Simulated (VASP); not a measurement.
Cr, 1 atom in the cell. It takes space group Pm-3m (No. 221, cubic). Conventional cell: a = 2.427 Å, b = 2.427 Å, c = 2.427 Å, α = 90.00°, β = 90.00°, γ = 90.00°. Cr (site symmetry m-3m) has 6 Cr at 2.43 Å within 3.2 Å.  This cell differs from its parent crystal: volume scaled by 1.08.

| Item | Value |
| --- | --- |
| Program | VASP 6.6.1 |
| Task | single point |
| Functional | BLYP |
| Potentials or basis | VASP PAW PBE potentials, release 64 (Cr_pv) |
| Cutoff | 520 eV |
| k mesh | 15 × 15 × 15 |
| Occupations | fermi-dirac, width 0.05 eV |
| Spin | collinear spin, ferromagnetic start |
| Starting moments | [1.5] μB |
| Dipole correction | no |
| Further INCAR settings | ALGO = Normal; EDIFF = 1e-07; NBANDS = 16 |

Potentials or basis: VASP PAW PBE potentials, release 64 (Cr_pv).

Run with:

```sh
$ cat potpaw_PBE.64/Cr_pv/POTCAR > POTCAR
$ mpirun -np 1 vasp_std > vasp.out
```

Hardware: 1 thread of Intel(R) Xeon(R) 6975P-C (Granite Rapids), with other jobs on the host.

**Question.** How long does it take, and how much memory?

**Answer.** Wall time 21 s on 1 thread of Intel(R) Xeon(R) 6975P-C (Granite Rapids), on a shared host, peak memory 0.15 GiB. Counts: scf iterations 16, k points 120.
